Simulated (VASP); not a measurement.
InP, 2 atoms in the cell. It takes space group I-4m2 (No. 119, tetragonal). Conventional cell: a = 4.652 Å, b = 4.652 Å, c = 4.651 Å, α = 90.00°, β = 90.00°, γ = 90.00°. In (site symmetry -4m2) has 4 P at 2.60 Å within 3.4 Å. P (site symmetry -4m2) has 4 In at 2.60 Å within 3.4 Å.  This cell differs from its parent crystal: ratio of the length along z to the lengths across it x 0.707, volume and fractional coordinates fixed.

| Item | Value |
| --- | --- |
| Program | VASP 6.6.1 |
| Task | single point |
| Functional | PBE |
| Potentials or basis | VASP PAW PBE potentials, release 64 (In_d, P) |
| Cutoff | 520 eV |
| k mesh | 10 × 10 × 10 |
| Occupations | gaussian, width 0.05 eV |
| Spin | no spin polarisation |
| Dipole correction | no |
| Further INCAR settings | ALGO = Normal; EDIFF = 1e-07; NBANDS = 16 |

Potentials or basis: VASP PAW PBE potentials, release 64 (In_d, P).

Command:

```console
$ cat potpaw_PBE.64/In_d/POTCAR potpaw_PBE.64/P/POTCAR > POTCAR
$ mpirun -np 1 vasp_std > vasp.out
```

Hardware: 1 thread of Intel Xeon 8259CL, with other jobs on the host.

**Question.** How long does it take, and how much memory?

**Answer.** Run time: 92 s on 1 thread of Intel Xeon 8259CL, with other jobs on the host, peak memory 0.23 GiB. Counts: scf iterations 13, k points 102.
